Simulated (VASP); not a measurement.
# LiCl: single point with PBE-based screened hybrid with 25 % exact exchange

The system is LiCl.

```
Cl Li
1.0
     0.00000    2.56477    2.56477
     2.56477    0.00000    2.56477
     2.56477    2.56477    0.00000
Cl Li
1 1
Direct
  0.50000 0.50000 0.50000
  0.00000 0.00000 0.00000
```

| Item | Value |
| --- | --- |
| Program | VASP 6.6.1 |
| Task | single point |
| Functional | PBE-based screened hybrid with 25 % exact exchange |
| Potentials or basis | VASP PAW PBE potentials, release 64 (Cl, Li_sv) |
| Cutoff | 520 eV |
| k mesh | 5 × 5 × 5 |
| Occupations | gaussian, width 0.05 eV |
| Spin | no spin polarisation |

```json
{"Band gap on the k mesh": "7.49 eV"}
```

Levels at points of the mesh, in eV from the valence-band top:
| k point | band 2 | band 3 | band 4 | band 5 | band 6 | band 7 | band 8 | band 9 |
| --- | --- | --- | --- | --- | --- | --- | --- | --- |
| (0.00, 0.00, 0.00) | -14.61 | 0.00 | 0.00 | 0.00 | 7.49 | 13.19 | 13.19 | 13.19 |

Run time: 3.3 min on 1 thread of Intel(R) Xeon(R) Platinum 8488C (Sapphire Rapids), on a shared host, peak memory 0.25 GiB.

Caveat: the k points lie up to 0.42 Å⁻¹ apart.
